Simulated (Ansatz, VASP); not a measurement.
**One calculation of Sn, two programs**

```
Sn
1.0
    -1.89465    1.89465    1.89465
     1.89465   -1.89465    1.89465
     1.89465    1.89465   -1.89465
Sn
1
Direct
  0.00000 0.00000 0.00000
```

Alike in both runs: task single point; functional r2SCAN; k mesh 13 × 13 × 13; occupations fermi-dirac, width 0.05 eV; no spin polarisation.

|  | VASP | Ansatz |
| --- | --- | --- |
| version | VASP 6.6.1 | Ansatz 0.2.0 |
| potentials or method | VASP PAW PBE potentials, release 64 (Sn_d), cutoff 520 eV | plane waves, PAW |
| valence electrons in the cell | 14 | 14 |

|  | VASP | Ansatz | Ansatz less VASP |
| --- | --- | --- | --- |
| pressure (GPa) | -0.3 | -0.4 | -0.01 |

VASP's potentials were made for PBE, not for r2SCAN.
